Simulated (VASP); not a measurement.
# Sr4HfO (P6/mmm) in VASP: notebook

Runs on Sr4HfO. Level: PBE. Tasks: single point, relaxation of cell and atoms.

All numbers are computed with VASP 6.6.1; they aren't measurements. Logs are shortened: lines on timing, memory, paths and dates and some standing lists are left out, and cuts for length are marked.

## (1) The cell of the first run

The structure is hexagonal, space group P6/mmm (No. 191). Conventional cell: a = 5.853 Å, b = 5.853 Å, c = 6.847 Å, α = 90.00°, β = 90.00°, γ = 120.00°. Sr (site symmetry 3m) has 5 Sr at 3.35 to 3.50 Å and 3 Hf at 3.77 Å and 3 O at 3.81 Å within 4.4 Å. Hf (site symmetry 6/mmm) has 2 O at 3.42 Å and 12 Sr at 3.77 Å within 4.5 Å. Within 4.5 Å of O (site symmetry 6/mmm) lie 2 Hf at 3.42 Å and 12 Sr at 3.81 Å.

The cell was built from a structure type or drawn by symmetry, and may not be a known phase.

## (2) Single point, PBE

Contents of INCAR:

```
PREC = Accurate
ENCUT = 520
EDIFF = 1E-7
ISMEAR = 0
SIGMA = 0.1
LREAL = F
LASPH = T
NELM = 100
ALGO = Normal
ISIF = 2
LWAVE = F
LCHARG = T
GGA = PE
LELF = T
LVHAR = T
NBANDS = 37
```

Contents of KPOINTS:

```
Automatic mesh
0
Gamma
  3 3 4
```

Contents of POSCAR:

```
Sr4HfO
1.0
    5.8534314971      0.0000000000      0.0000000000
   -2.9267157486      5.0692203758      0.0000000000
    0.0000000000      0.0000000000      6.8465502947
Sr Hf O
4 1 1
Direct
    0.3333333333      0.6666666667      0.2555277864
    0.6666666667      0.3333333333      0.2555277864
    0.6666666667      0.3333333333      0.7444722136
    0.3333333333      0.6666666667      0.7444722136
    0.0000000000      0.0000000000      0.5000000000
    0.0000000000      0.0000000000      0.0000000000
```

Potentials or basis: VASP PAW PBE potentials, release 64 (Sr_sv, Hf_pv, O).

Started as:

```sh
> cat potpaw_PBE.64/Sr_sv/POTCAR potpaw_PBE.64/Hf_pv/POTCAR potpaw_PBE.64/O/POTCAR > POTCAR
> mpirun -np 1 vasp_std > vasp.out
```

OUTCAR:

```text
PREC = Accurate
   ENCUT = 520
   EDIFF = 1E-7
   ISMEAR = 0
   LREAL = F
   LASPH = T
   NELM = 100
   ISIF = 2
   GGA = PE

 ion  position               nearest neighbor table
   1  0.333  0.667  0.256-   4 3.35   2 3.38   2 3.38   2 3.38   4 3.50   5 3.77   5 3.77   5 3.77
                             3 4.76   3 4.76   3 4.76   3 4.86   3 4.86   3 4.86
   2  0.667  0.333  0.256-   3 3.35   1 3.38   1 3.38   1 3.38   3 3.50   5 3.77   5 3.77   5 3.77
                             4 4.76   4 4.76   4 4.76   4 4.86   4 4.86   4 4.86
   3  0.667  0.333  0.744-   2 3.35   4 3.38   4 3.38   4 3.38   2 3.50   5 3.77   5 3.77   5 3.77
                             1 4.76   1 4.76   1 4.76   1 4.86   1 4.86   1 4.86
   4  0.333  0.667  0.744-   1 3.35   3 3.38   3 3.38   3 3.38   1 3.50   5 3.77   5 3.77   5 3.77
                             2 4.76   2 4.76   2 4.76   2 4.86   2 4.86   2 4.86
   5  0.000  0.000  0.500-   1 3.77   2 3.77   3 3.77   4 3.77   2 3.77   3 3.77   1 3.77   4 3.77
                             2 3.77   3 3.77   1 3.77   4 3.77
   6  0.000  0.000  0.000-

  LATTYP: Found a hexagonal cell.
 ALAT       =     5.8534314971
 C/A-ratio  =     1.1696643752

  Lattice vectors:

 A1 = (   5.8534314971,   0.0000000000,   0.0000000000)
 A2 = (  -2.9267157486,   5.0692203758,   0.0000000000)
 A3 = (   0.0000000000,   0.0000000000,   6.8465502947)

Analysis of symmetry for initial positions (statically):
=====================================================================
 Subroutine PRICEL returns:
 Original cell was already a primitive cell.

 Routine SETGRP: Setting up the symmetry group for a
 hexagonal supercell.

 Subroutine GETGRP returns: Found 24 space group operations
 (whereof 24 operations were pure point group operations)
 out of a pool of 24 trial point group operations.

The static configuration has the point symmetry D_6h.

Analysis of symmetry for dynamics (positions and initial velocities):
=====================================================================
 Subroutine PRICEL returns:
 Original cell was already a primitive cell.

 Routine SETGRP: Setting up the symmetry group for a
 hexagonal supercell.

 Subroutine GETGRP returns: Found 24 space group operations
 (whereof 24 operations were pure point group operations)
 out of a pool of 24 trial point group operations.

The dynamic configuration has the point symmetry D_6h.

 Subroutine INISYM returns: Found 24 space group operations
 (whereof 24 operations are pure point group operations),
 and found     1 'primitive' translations

----------------------------------------------------------------------------------------

                                     Primitive cell

  volume of cell :     203.1531

  direct lattice vectors                    reciprocal lattice vectors
     5.853431497  0.000000000  0.000000000     0.170839960  0.098634497  0.000000000
    -2.926715749  5.069220376  0.000000000     0.000000000  0.197268993  0.000000000
     0.000000000  0.000000000  6.846550295     0.000000000  0.000000000  0.146058958

  length of vectors
     5.853431497  5.853431497  6.846550295     0.197268993  0.197268993  0.146058958

  position of ions in fractional coordinates (direct lattice)
     0.333333333  0.666666667  0.255527786
     0.666666667  0.333333333  0.255527786
     0.666666667  0.333333333  0.744472214
     0.333333333  0.666666667  0.744472214
     0.000000000  0.000000000  0.500000000
     0.000000000  0.000000000  0.000000000

  ion indices of the primitive-cell ions
   primitive index   ion index
                 1           1
                 2           2
                 3           3
                 4           4
                 5           5
                 6           6

----------------------------------------------------------------------------------------

 KPOINTS: Automatic mesh

Automatic generation of k-mesh.
 Grid dimensions read from file:
 generate k-points for:    3    3    4

 Generating k-lattice:

  Cartesian coordinates                     Fractional coordinates (reciprocal lattice)
     0.056946653  0.032878166  0.000000000     0.333333333  0.000000000  0.000000000
     0.000000000  0.065756331  0.000000000     0.000000000  0.333333333  0.000000000
     0.000000000  0.000000000  0.036514739     0.000000000  0.000000000  0.250000000

  Length of vectors
     0.065756331  0.065756331  0.036514739

  Shift w.r.t. Gamma in fractional coordinates (k-lattice)
     0.000000000  0.000000000  0.000000000

 Subroutine IBZKPT returns following result:
 ===========================================

 Found      9 irreducible k-points:

 Following reciprocal coordinates:
            Coordinates               Weight
  0.000000  0.000000  0.000000      1.000000
  0.333333  0.000000  0.000000      6.000000
  0.333333  0.333333  0.000000      2.000000
  0.000000  0.000000  0.250000      2.000000
  0.333333  0.000000  0.250000     12.000000
  0.333333  0.333333  0.250000      4.000000
  0.000000  0.000000  0.500000      1.000000
  0.333333  0.000000  0.500000      6.000000
  0.333333  0.333333  0.500000      2.000000
   k-points           NKPTS =      9   k-points in BZ     NKDIM =      9   number of bands    NBANDS=     37
   number of dos      NEDOS =    301   number of ions     NIONS =      6
   total plane-waves  NPLWV = 124416
   dimension x,y,z NGX =    48 NGY =   48 NGZ =   54
   dimension x,y,z NGXF=    96 NGYF=   96 NGZF=  108
   ions per type =               4   1   1
   NGX,Y,Z   is equivalent  to a cutoff of  13.63, 13.63, 13.11 a.u.
   NGXF,Y,Z  is equivalent  to a cutoff of  27.27, 27.27, 26.22 a.u.
 SYSTEM =  unknown system
   PREC   = accura    normal or accurate (medium, high low for compatibility)
   ISTART =      0    job   : 0-new  1-cont  2-samecut
   ICHARG =      2    charge: 1-file 2-atom 10-const
   ISPIN  =      1    spin polarized calculation?
   LNONCOLLINEAR =      F non collinear calculations
   LSORBIT =      F    spin-orbit coupling
   LASPH  =      T    aspherical Exc in radial PAW
   ENCUT  =  520.0 eV  38.22 Ry    6.18 a.u.  10.88 10.88 12.73*2*pi/ulx,y,z
   NELM   =    100;   NELMIN=  2; NELMDL= -5     # of ELM steps
   EDIFF  = 0.1E-06   stopping-criterion for ELM
   LREAL  =      F    real-space projection
   EDIFFG = 0.1E-05   stopping-criterion for IOM
   NSW    =      0    number of steps for IOM
   IBRION =     -1    ionic relax: 0-MD 1-quasi-New 2-CG
   NFREE  =      0    steps in history (QN), initial steepest desc. (CG)
   ISIF   =      2    stress and relaxation
   ISYM   =      2    0-nonsym 1-usesym 2-fastsym
   POTIM  = 0.5000    time-step for ionic-motion
   TEBEG  =    0.0;   TEEND  =   0.0 temperature during run
   PSTRESS=    0.0 pullay stress
   NELECT =      56.0000    total number of electrons
   NUPDOWN=      -1.0000    fix difference up-down
   EMIN   =  10.00;   EMAX   =-10.00  energy-range for DOS
   EFERMI =   0.00;   METHOD = LEGACY
   ISMEAR =     0;   SIGMA  =   0.10  broadening in eV -4-tet -1-fermi 0-gaus
   EFERMI_NEDOS =   21; number of points for ismear=-14 and -15
   IALGO  =     38    algorithm
   IMIX   =      4    mixing-type and parameters
     AMIX     =   0.40;   BMIX     =  1.00
     AMIX_MAG =   1.60;   BMIX_MAG =  1.00
  volume/ion in A,a.u.               =      33.86       228.49
  Fermi-wavevector in a.u.,A,eV,Ry     =   1.065442  2.013393 15.444870  1.135166
  Thomas-Fermi vector in A             =   2.200993
   LORBIT       =      0    0 simple, 1 ext, 2 COOP (PROOUT), +10 PAW based schemes
   GGA     = PE    functional components
   LHFCALC =     F    Hartree Fock is set to
   AEXX    =    0.0000 exact exchange contribution
   IVDW    =     0    specifies the selected vdW correction
   LEPSILON=     F    determine dielectric tensor
   LRPA    =     F    only Hartree local field effects (RPA)
 non-spin polarized calculation
 Gauss-broadening in eV      SIGMA  =   0.10
  energy-cutoff  :      520.00
  volume of cell :      203.15
 maximum number of plane-waves:      5498
 NGX is ok and might be reduce to    48
   NGX = 21   NGY = 21   NGZ = 25

 number of electron      55.9999998 magnetization

 Free energy of the ion-electron system (eV)
  ---------------------------------------------------
  ext. energy  EPLUGINS =         0.00000000
  ---------------------------------------------------
  free energy    TOTEN  =       -17.56486648 eV

  energy without entropy =      -17.52631858  energy(sigma->0) =      -17.54559253

 E-fermi :   2.5976     XC(G=0):  -8.6062

 val. band max:        2.5590620347   @ k =   0.0000   0.0000   0.0000
 cond. band min:       2.6181203596   @ k =   0.3333   0.3333   0.2500
 fundamental gap:      0.0590583249
 Fermi energy:         2.5975558390

 k-point     1 :       0.0000    0.0000    0.0000
  band No.  band energies     occupation
      1     -33.7838      2.00000
      2     -33.7082      2.00000
      3     -33.6564      2.00000
      4     -33.5851      2.00000
      5     -29.5642      2.00000
      6     -29.2443      2.00000
[... 29 lines left out ...]
     36       3.7052      0.00000
     37       4.8030      0.00000

 k-point     2 :       0.3333    0.0000    0.0000
  band No.  band energies     occupation
      1     -33.7573      2.00000
      2     -33.6837      2.00000
      3     -33.6824      2.00000
      4     -33.6114      2.00000
      5     -29.5644      2.00000
      6     -29.2444      2.00000
[... 29 lines left out ...]
     36       4.2838      0.00000
     37       4.5926      0.00000

 k-point     3 :       0.3333    0.3333    0.0000
  band No.  band energies     occupation
      1     -33.7207      2.00000
      2     -33.7207      2.00000
      3     -33.6470      2.00000
      4     -33.6470      2.00000
      5     -29.5645      2.00000
      6     -29.2443      2.00000
[... 29 lines left out ...]
     36       4.1825      0.00000
     37       4.4113      0.00000

 k-point     4 :       0.0000    0.0000    0.2500
  band No.  band energies     occupation
      1     -33.7733      2.00000
      2     -33.7189      2.00000
      3     -33.6465      2.00000
      4     -33.5952      2.00000
      5     -29.5642      2.00000
      6     -29.2443      2.00000
[... 29 lines left out ...]
     36       4.0784      0.00000
     37       5.0068      0.00000

 k-point     5 :       0.3333    0.0000    0.2500
  band No.  band energies     occupation
      1     -33.7469      2.00000
      2     -33.6930      2.00000
      3     -33.6737      2.00000
      4     -33.6216      2.00000
      5     -29.5644      2.00000
      6     -29.2444      2.00000
[... 29 lines left out ...]
     36       4.3515      0.00000
     37       4.5723      0.00000

 k-point     6 :       0.3333    0.3333    0.2500
  band No.  band energies     occupation
      1     -33.7105      2.00000
      2     -33.7105      2.00000
      3     -33.6575      2.00000
      4     -33.6575      2.00000
      5     -29.5645      2.00000
      6     -29.2443      2.00000
[... 29 lines left out ...]
     36       4.2820      0.00000
     37       4.4801      0.00000

 k-point     7 :       0.0000    0.0000    0.5000
  band No.  band energies     occupation
      1     -33.7533      2.00000
      2     -33.7392      2.00000
      3     -33.6278      2.00000
      4     -33.6142      2.00000
      5     -29.5643      2.00000
      6     -29.2443      2.00000
[... 29 lines left out ...]
     36       5.2510      0.00000
     37       5.3968      0.00000

 k-point     8 :       0.3333    0.0000    0.5000
  band No.  band energies     occupation
      1     -33.7272      2.00000
      2     -33.7130      2.00000
      3     -33.6546      2.00000
      4     -33.6409      2.00000
      5     -29.5644      2.00000
      6     -29.2444      2.00000
[... 29 lines left out ...]
     36       4.3110      0.00000
     37       4.8063      0.00000

 k-point     9 :       0.3333    0.3333    0.5000
  band No.  band energies     occupation
      1     -33.6911      2.00000
      2     -33.6911      2.00000
      3     -33.6771      2.00000
      4     -33.6771      2.00000
      5     -29.5645      2.00000
      6     -29.2443      2.00000
[... 29 lines left out ...]
     36       4.3969      0.00000
     37       4.9099      0.00000

------------------------ aborting loop because EDIFF is reached ----------------------------------------

  FORCE on cell =-STRESS in cart. coord.  units (eV):
  Direction    XX          YY          ZZ          XY          YZ          ZX
  --------------------------------------------------------------------------------------
  -------------------------------------------------------------------------------------
  Total       -0.2943803     -0.2943803      0.1442805      0.0000000      0.0000000      0.0000000
  in kB       -2.3216452     -2.3216452      1.1378756      0.0000000      0.0000000      0.0000000
  external PRESSURE =      -1.1684716 kB  Pullay stress =       0.0000000 kB

 VOLUME and BASIS-vectors are now :
 -----------------------------------------------------------------------------
  energy-cutoff  :      520.00
  volume of cell :      203.15
      direct lattice vectors                 reciprocal lattice vectors
     5.853431497  0.000000000  0.000000000     0.170839960  0.098634497  0.000000000
    -2.926715749  5.069220376  0.000000000     0.000000000  0.197268993  0.000000000
     0.000000000  0.000000000  6.846550295     0.000000000  0.000000000  0.146058958

 POSITION                                       TOTAL-FORCE (eV/Angst)
 -----------------------------------------------------------------------------------
     -0.00000      3.37948      1.74948         0.000000      0.000000     -0.021655
      2.92672      1.68974      1.74948        -0.000000     -0.000000     -0.021655
      2.92672      1.68974      5.09707        -0.000000      0.000000      0.021655
     -0.00000      3.37948      5.09707         0.000000      0.000000      0.021655
      0.00000      0.00000      3.42328        -0.000000     -0.000000      0.000000
      0.00000      0.00000      0.00000        -0.000000     -0.000000      0.000000
 -----------------------------------------------------------------------------------
    total drift:                               -0.000000      0.000000     -0.000000

  FREE ENERGIE OF THE ION-ELECTRON SYSTEM (eV)
  ---------------------------------------------------
  free  energy   TOTEN  =       -17.5648664793 eV

  energy  without entropy=      -17.5263185774  energy(sigma->0) =      -17.54559253
```

It took 60 s on 1 thread of Intel Xeon 6975P-C (Granite Rapids), shared host; peak memory 0.38 GiB.

What came out:

| Item | Value |
| --- | --- |
| Free energy | -17.5649 eV |
| Pressure | -0.1 GPa |
| Largest force | 0.022 eV/Å |
| Band gap on the k mesh | zero (bands 28 and 29 overlap by 0.28 eV) |

Forces in eV/Å, atoms in the order of the input:
```
Sr   0.000  0.000 -0.022
Sr   0.000  0.000 -0.022
Sr   0.000  0.000  0.022
Sr   0.000  0.000  0.022
Hf   0.000  0.000  0.000
O    0.000  0.000  0.000
```

Caveat: the k points lie up to 0.41 Å⁻¹ apart; spin-orbit coupling is left out, which moves the levels of the heavy elements.

(Part 1 of 3 ends here.)
